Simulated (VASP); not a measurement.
# SmAuSe3 (P6/mmm) in VASP: single point with PBE

Aim: the single point of SmAuSe3 with PBE.

Everything below comes from runs of VASP 6.6.1. Logs are shortened: lines on timing, memory, paths and dates and some standing lists are left out, and cuts for length are marked.

## 1. The cell of the first run

Symmetry: P6/mmm, No. 191, hexagonal system. Conventional cell: a = 5.627 Å, b = 5.627 Å, c = 5.391 Å, α = 90.00°, β = 90.00°, γ = 120.00°. Sm (site symmetry 6/mmm) has 2 Au at 2.70 Å and 6 Se at 2.81 Å within 3.6 Å. Se (site symmetry mmm) has 2 Sm at 2.81 Å and 4 Se at 2.81 Å within 3.7 Å. Au (site symmetry 6/mmm) has 2 Sm at 2.70 Å within 3.6 Å.

## 2. Single point, PBE, collinear spin, ferromagnetic start

File INCAR:

```
SYSTEM = SmAuSe3
  PREC = Accurate
  ENCUT = 520
  EDIFF = 1E-7
  ISMEAR = 0
  SIGMA = 0.1
  LREAL = .FALSE.
  LASPH = .TRUE.
  NELM = 150
  ALGO = Normal
  ISIF = 2
  LWAVE = .FALSE.
  LCHARG = .TRUE.
  ISPIN = 2
  MAGMOM = 0 0 0 0 1
  LORBIT = 11
  LMAXMIX = 6
  GGA = PE
  LELF = .TRUE.
  LVHAR = .TRUE.
  NBANDS = 34
```

File KPOINTS:

```
regular mesh
0
G
  6 6 4
  0 0 0
```

File POSCAR:

```
SmAuSe3
1.0
    5.6273202200      0.0000000000      0.0000000000
   -2.8136601100      4.8734022700      0.0000000000
    0.0000000000      0.0000000000      5.3912685500
Sm Se Au
1 3 1
Direct
    0.0000000000      0.0000000000      0.5000000000
    0.5000000000      0.0000000000      0.5000000000
    0.0000000000      0.5000000000      0.5000000000
    0.5000000000      0.5000000000      0.5000000000
    0.0000000000      0.0000000000      0.0000000000
```

Potentials or basis: VASP PAW PBE potentials, release 64 (Sm, Se, Au).

On the command line:

```sh
$ cat potpaw_PBE.64/Sm/POTCAR potpaw_PBE.64/Se/POTCAR potpaw_PBE.64/Au/POTCAR > POTCAR
$ mpirun -np 1 vasp_std > vasp.out
```

OUTCAR:

```text
SYSTEM = SmAuSe3
   PREC = Accurate
   ENCUT = 520
   EDIFF = 1E-7
   ISMEAR = 0
   LREAL = .FALSE.
   LASPH = .TRUE.
   NELM = 150
   ISIF = 2
   ISPIN = 2
   LORBIT = 11
   GGA = PE

 ion  position               nearest neighbor table
   1  0.000  0.000  0.500-   5 2.70   5 2.70   2 2.81   2 2.81   4 2.81   3 2.81   3 2.81   4 2.81

   2  0.500  0.000  0.500-   1 2.81   1 2.81
   3  0.000  0.500  0.500-   1 2.81   1 2.81
   4  0.500  0.500  0.500-   1 2.81   1 2.81
   5  0.000  0.000  0.000-   1 2.70   1 2.70

  LATTYP: Found a hexagonal cell.
 ALAT       =     5.6273202200
 C/A-ratio  =     0.9580525613

  Lattice vectors:

 A1 = (   5.6273202200,   0.0000000000,   0.0000000000)
 A2 = (  -2.8136601100,   4.8734022700,   0.0000000000)
 A3 = (   0.0000000000,   0.0000000000,   5.3912685500)

Analysis of symmetry for initial positions (statically):
=====================================================================
 Subroutine PRICEL returns:
 Original cell was already a primitive cell.

 Routine SETGRP: Setting up the symmetry group for a
 hexagonal supercell.

 Subroutine GETGRP returns: Found 24 space group operations
 (whereof 24 operations were pure point group operations)
 out of a pool of 24 trial point group operations.

The static configuration has the point symmetry D_6h.

Analysis of symmetry for dynamics (positions and initial velocities):
=====================================================================
 Subroutine PRICEL returns:
 Original cell was already a primitive cell.

 Routine SETGRP: Setting up the symmetry group for a
 hexagonal supercell.

 Subroutine GETGRP returns: Found 24 space group operations
 (whereof 24 operations were pure point group operations)
 out of a pool of 24 trial point group operations.

The dynamic configuration has the point symmetry D_6h.

Analysis of structural, dynamic, and magnetic symmetry:
=====================================================================
 Subroutine PRICEL returns:
 Original cell was already a primitive cell.

 Routine SETGRP: Setting up the symmetry group for a
 hexagonal supercell.

 Subroutine GETGRP returns: Found 24 space group operations
 (whereof 24 operations were pure point group operations)
 out of a pool of 24 trial point group operations.

The overall configuration has the point symmetry D_6h.

 Subroutine INISYM returns: Found 24 space group operations
 (whereof 24 operations are pure point group operations),
 and found     1 'primitive' translations

----------------------------------------------------------------------------------------

                                     Primitive cell

  volume of cell :     147.8512

  direct lattice vectors                    reciprocal lattice vectors
     5.627320220  0.000000000  0.000000000     0.177704478  0.102597728  0.000000000
    -2.813660110  4.873402270  0.000000000     0.000000000  0.205195456  0.000000000
     0.000000000  0.000000000  5.391268550     0.000000000  0.000000000  0.185485103

  length of vectors
     5.627320220  5.627320224  5.391268550     0.205195456  0.205195456  0.185485103

  position of ions in fractional coordinates (direct lattice)
     0.000000000  0.000000000  0.500000000
     0.500000000  0.000000000  0.500000000
     0.000000000  0.500000000  0.500000000
     0.500000000  0.500000000  0.500000000
     0.000000000  0.000000000  0.000000000

  ion indices of the primitive-cell ions
   primitive index   ion index
                 1           1
                 2           2
                 3           3
                 4           4
                 5           5

----------------------------------------------------------------------------------------

 KPOINTS: regular mesh

Automatic generation of k-mesh.
 Grid dimensions read from file:
 generate k-points for:    6    6    4

 Generating k-lattice:

  Cartesian coordinates                     Fractional coordinates (reciprocal lattice)
     0.029617413  0.017099621  0.000000000     0.166666667 -0.000000000  0.000000000
     0.000000000  0.034199243  0.000000000     0.000000000  0.166666667  0.000000000
     0.000000000  0.000000000  0.046371276     0.000000000  0.000000000  0.250000000

  Length of vectors
     0.034199243  0.034199243  0.046371276

  Shift w.r.t. Gamma in fractional coordinates (k-lattice)
     0.000000000  0.000000000  0.000000000

 Subroutine IBZKPT returns following result:
 ===========================================

 Found     21 irreducible k-points:

 Following reciprocal coordinates:
            Coordinates               Weight
  0.000000  0.000000  0.000000      1.000000
  0.166667 -0.000000  0.000000      6.000000
  0.333333 -0.000000  0.000000      6.000000
  0.500000 -0.000000  0.000000      3.000000
  0.166667  0.166667  0.000000      6.000000
  0.333333  0.166667  0.000000     12.000000
[... 13 lines left out ...]
  0.333333  0.166667  0.500000     12.000000
  0.333333  0.333333  0.500000      2.000000
   k-points           NKPTS =     21   k-points in BZ     NKDIM =     21   number of bands    NBANDS=     34
   number of dos      NEDOS =    301   number of ions     NIONS =      5
   total plane-waves  NPLWV =  70560
   dimension x,y,z NGX =    42 NGY =   42 NGZ =   40
   dimension x,y,z NGXF=    84 NGYF=   84 NGZF=   80
   ions per type =               1   3   1
   NGX,Y,Z   is equivalent  to a cutoff of  12.41, 12.41, 12.33 a.u.
   NGXF,Y,Z  is equivalent  to a cutoff of  24.82, 24.82, 24.67 a.u.
 SYSTEM =  SmAuSe3
   PREC   = accura    normal or accurate (medium, high low for compatibility)
   ISTART =      0    job   : 0-new  1-cont  2-samecut
   ICHARG =      2    charge: 1-file 2-atom 10-const
   ISPIN  =      2    spin polarized calculation?
   LNONCOLLINEAR =      F non collinear calculations
   LSORBIT =      F    spin-orbit coupling
   LASPH  =      T    aspherical Exc in radial PAW
   ENCUT  =  520.0 eV  38.22 Ry    6.18 a.u.  10.46 10.46 10.02*2*pi/ulx,y,z
   NELM   =    150;   NELMIN=  2; NELMDL= -5     # of ELM steps
   EDIFF  = 0.1E-06   stopping-criterion for ELM
   LREAL  =      F    real-space projection
   EDIFFG = 0.1E-05   stopping-criterion for IOM
   NSW    =      0    number of steps for IOM
   IBRION =     -1    ionic relax: 0-MD 1-quasi-New 2-CG
   NFREE  =      0    steps in history (QN), initial steepest desc. (CG)
   ISIF   =      2    stress and relaxation
   ISYM   =      2    0-nonsym 1-usesym 2-fastsym
   POTIM  = 0.5000    time-step for ionic-motion
   TEBEG  =    0.0;   TEEND  =   0.0 temperature during run
   PSTRESS=    0.0 pullay stress
   NELECT =      45.0000    total number of electrons
   NUPDOWN=      -1.0000    fix difference up-down
   EMIN   =  10.00;   EMAX   =-10.00  energy-range for DOS
   EFERMI =   0.00;   METHOD = LEGACY
   ISMEAR =     0;   SIGMA  =   0.10  broadening in eV -4-tet -1-fermi 0-gaus
   EFERMI_NEDOS =   21; number of points for ismear=-14 and -15
   IALGO  =     38    algorithm
   IMIX   =      4    mixing-type and parameters
     AMIX     =   0.40;   BMIX     =  1.00
     AMIX_MAG =   1.60;   BMIX_MAG =  1.00
  volume/ion in A,a.u.               =      29.57       199.55
  Fermi-wavevector in a.u.,A,eV,Ry     =   1.101211  2.080988 16.499331  1.212667
  Thomas-Fermi vector in A             =   2.237635
   LORBIT       =     11    0 simple, 1 ext, 2 COOP (PROOUT), +10 PAW based schemes
   GGA     = PE    functional components
   LHFCALC =     F    Hartree Fock is set to
   AEXX    =    0.0000 exact exchange contribution
   IVDW    =     0    specifies the selected vdW correction
   LEPSILON=     F    determine dielectric tensor
   LRPA    =     F    only Hartree local field effects (RPA)
 spin polarized calculation
 Gauss-broadening in eV      SIGMA  =   0.10
  energy-cutoff  :      520.00
  volume of cell :      147.85
 maximum number of plane-waves:      4010
 NGX is ok and might be reduce to    42
   NGX = 21   NGY = 21   NGZ = 21

 number of electron      44.9999997 magnetization       4.9497044

 Free energy of the ion-electron system (eV)
  ---------------------------------------------------
  ext. energy  EPLUGINS =         0.00000000
  ---------------------------------------------------
  free energy    TOTEN  =       -23.75957581 eV

  energy without entropy =      -23.70989659  energy(sigma->0) =      -23.73473620

 E-fermi :   1.8280     XC(G=0):  -8.7523

 val. band max:        1.8219480492   @ k =   0.5000  -0.0000   0.2500
 cond. band min:       1.8285369654   @ k =   0.3333  -0.0000   0.2500
 fundamental gap:      0.0065889163
 Fermi energy:         1.8279559780

 spin component 1

 k-point     1 :       0.0000    0.0000    0.0000
  band No.  band energies     occupation
      1     -37.6110      1.00000
      2     -17.3526      1.00000
      3     -17.3526      1.00000
      4     -17.2115      1.00000
      5     -12.5493      1.00000
      6      -9.5371      1.00000
[... 26 lines left out ...]
     33       5.9278      0.00000
     34       6.2149      0.00000

 k-point     2 :       0.1667   -0.0000    0.0000
  band No.  band energies     occupation
      1     -37.6109      1.00000
      2     -17.3892      1.00000
      3     -17.3613      1.00000
      4     -17.2108      1.00000
      5     -12.3483      1.00000
      6      -9.8053      1.00000
[... 26 lines left out ...]
     33       6.6196      0.00000
     34       7.2132      0.00000
[... 664 lines left out ...]
     33       7.1410      0.00000
     34       8.3751      0.00000

 k-point    21 :       0.3333    0.3333    0.5000
  band No.  band energies     occupation
      1     -37.6052      1.00000
      2     -17.4553      1.00000
      3     -17.4553      1.00000
      4     -17.3632      1.00000
      5     -10.9699      1.00000
      6     -10.9699      1.00000
[... 26 lines left out ...]
     33       8.5944      0.00000
     34       8.6002      0.00000
 Fermi energy:         1.8279559780

 spin component 2

 k-point     1 :       0.0000    0.0000    0.0000
  band No.  band energies     occupation
      1     -35.2007      1.00000
      2     -15.7129      1.00000
      3     -15.7129      1.00000
      4     -15.4615      1.00000
      5     -12.6384      1.00000
      6      -9.6616      1.00000
[... 26 lines left out ...]
     33       6.5164      0.00000
     34       6.6669      0.00000

 k-point     2 :       0.1667   -0.0000    0.0000
  band No.  band energies     occupation
      1     -35.2005      1.00000
      2     -15.7898      1.00000
      3     -15.7296      1.00000
      4     -15.4604      1.00000
      5     -12.3985      1.00000
      6      -9.9081      1.00000
[... 26 lines left out ...]
     33       6.9513      0.00000
     34       7.6176      0.00000
[... 664 lines left out ...]
     33       7.7774      0.00000
     34       8.6075      0.00000

 k-point    21 :       0.3333    0.3333    0.5000
  band No.  band energies     occupation
      1     -35.1930      1.00000
      2     -15.9109      1.00000
      3     -15.9109      1.00000
      4     -15.6589      1.00000
      5     -10.9265      1.00000
      6     -10.9265      1.00000
[... 26 lines left out ...]
     33       8.7400      0.00000
     34       8.7400      0.00000

------------------------ aborting loop because EDIFF is reached ----------------------------------------

  FORCE on cell =-STRESS in cart. coord.  units (eV):
  Direction    XX          YY          ZZ          XY          YZ          ZX
  --------------------------------------------------------------------------------------
  -------------------------------------------------------------------------------------
  Total        5.1695099      5.1695099      5.4732442      0.0000000      0.0000000     -0.0000000
  in kB       56.0189674     56.0189675     59.3103592      0.0000000      0.0000000     -0.0000000
  external PRESSURE =      57.1160981 kB  Pullay stress =       0.0000000 kB

 VOLUME and BASIS-vectors are now :
 -----------------------------------------------------------------------------
  energy-cutoff  :      520.00
  volume of cell :      147.85
      direct lattice vectors                 reciprocal lattice vectors
     5.627320220  0.000000000  0.000000000     0.177704478  0.102597728  0.000000000
    -2.813660110  4.873402270  0.000000000     0.000000000  0.205195456  0.000000000
     0.000000000  0.000000000  5.391268550     0.000000000  0.000000000  0.185485103

 POSITION                                       TOTAL-FORCE (eV/Angst)
 -----------------------------------------------------------------------------------
      0.00000      0.00000      2.69563        -0.000000      0.000000      0.000000
      2.81366      0.00000      2.69563         0.000000      0.000000      0.000000
     -1.40683      2.43670      2.69563        -0.000000      0.000000      0.000000
      1.40683      2.43670      2.69563         0.000000      0.000000      0.000000
      0.00000      0.00000      0.00000         0.000000      0.000000      0.000000
 -----------------------------------------------------------------------------------
    total drift:                                0.000000     -0.000000     -0.000000

  FREE ENERGIE OF THE ION-ELECTRON SYSTEM (eV)
  ---------------------------------------------------
  free  energy   TOTEN  =       -23.7595758103 eV

  energy  without entropy=      -23.7098965908  energy(sigma->0) =      -23.73473620

 total charge

# of ion       s       p       d       f       tot
--------------------------------------------------
    1        2.042   5.662   0.651   5.376  13.732
    2        1.504   2.219   0.042   0.000   3.765
    3        1.504   2.219   0.042   0.000   3.765
    4        1.504   2.219   0.042   0.000   3.765
    5        0.790   0.058   8.843   0.000   9.691
--------------------------------------------------
tot          7.344  12.377   9.620   5.376  34.718

 magnetization (x)

# of ion       s       p       d       f       tot
--------------------------------------------------
    1       -0.015  -0.089   0.064   5.209   5.169
    2       -0.006  -0.102   0.000   0.000  -0.108
    3       -0.006  -0.102   0.000   0.000  -0.108
    4       -0.006  -0.102   0.000   0.000  -0.108
    5        0.025   0.007  -0.028   0.000   0.004
--------------------------------------------------
tot         -0.008  -0.389   0.038   5.209   4.850
```

It took 15 min on 1 thread of Intel Xeon Platinum 8175M at 2.50GHz (Skylake/Cascade Lake), shared host; peak memory 0.45 GiB.

What came out:

```yaml
Free_energy: -23.7596 eV
Pressure: 5.7 GPa
Net_moment: 4.95 μB per cell
Site_moments: Sm +5.17; Se -0.11; Au +0.00 μB
Valence_electrons_inside_the_program's_atomic_spheres: Sm 13.73; Se 3.77; Au 9.69
```

Levels at points of the mesh, in eV from the Fermi level:
Spin up:
```tsv
k point	band 21	band 22	band 23	band 24	band 25	band 26	band 27	band 28	band 29	band 30
(0.00, 0.00, 0.00)	-0.60	-0.17	-0.17	-0.16	0.30	0.30	2.39	3.71	3.71	3.79
(0.50, 0.00, 0.00)	-0.43	-0.27	-0.25	-0.23	-0.19	-0.17	-0.09	0.32	2.94	3.46
(0.00, 0.00, 0.50)	-0.37	0.07	0.07	0.26	0.26	0.85	1.64	1.64	1.87	2.39
(0.50, 0.00, 0.50)	-0.42	-0.42	-0.25	-0.15	-0.02	-0.02	0.43	0.63	2.00	2.94
```
Spin down:
```tsv
k point	band 17	band 18	band 19	band 20	band 21	band 22	band 23	band 24
(0.00, 0.00, 0.00)	-1.57	-0.37	-0.37	0.81	3.39	3.39	3.56	3.62
(0.50, 0.00, 0.00)	-1.59	-1.47	-1.36	-1.06	-0.36	2.89	2.91	3.22
(0.00, 0.00, 0.50)	-0.33	-0.33	0.29	0.81	2.03	2.03	2.31	3.58
(0.50, 0.00, 0.50)	-1.77	-1.46	-1.28	-0.98	0.13	2.47	2.89	3.22
```

Caveat: the magnetic or orbital state may not be the lowest; spin-orbit coupling is left out, which moves the levels of the heavy elements; without U or exact exchange the open f shell lies at the Fermi level, which spoils levels, moments and volumes.
